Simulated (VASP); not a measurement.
Crystal: Si.

```
Si
1.0
     0.00000    2.00000    2.00000
     2.00000    0.00000    2.00000
     2.00000    2.00000    0.00000
Si
1
Direct
  0.00000 0.00000 0.00000
```

* Program: VASP 6.6.1
* Task: relaxation of cell and atoms
* Functional: PBE
* Potentials or basis: VASP PAW PBE potentials, release 64 (Si)
* Cutoff: 600 eV
* k mesh: 17 × 17 × 17
* Occupations: fermi-dirac, width 0.05 eV
* Spin: no spin polarisation

At the start: pressure -6.1 GPa; volume 16.00 Å³/atom.

Question: Where does the relaxation end?

Answer: Over 3 steps the energy falls by 31.1 meV/atom and the volume is 14.50 Å³/atom (-9.4 %); space group Fm-3m (No. 225, to 0.05 Å).

The path:
| step | energy change (eV) | largest force (eV/Å) | pressure (GPa) | volume (Å³) |
| --- | --- | --- | --- | --- |
| 1 | 0.0000 | 0.0000 | -6.13 | 16.00 |
| 2 | -0.0308 | 0.0000 | -0.67 | 14.62 |
| 3 | -0.0311 | 0.0000 | -0.01 | 14.50 |

Final structure:
```cif
data_structure
_symmetry_space_group_name_H-M 'P 1'
_symmetry_Int_Tables_number 1
_cell_length_a 2.7369
_cell_length_b 2.7369
_cell_length_c 2.7369
_cell_angle_alpha 60.000
_cell_angle_beta 60.000
_cell_angle_gamma 60.000
_cell_volume 14.50
loop_
_atom_site_label
_atom_site_type_symbol
_atom_site_fract_x
_atom_site_fract_y
_atom_site_fract_z
_atom_site_occupancy
Si1 Si 0.00000 0.00000 0.00000 1
```
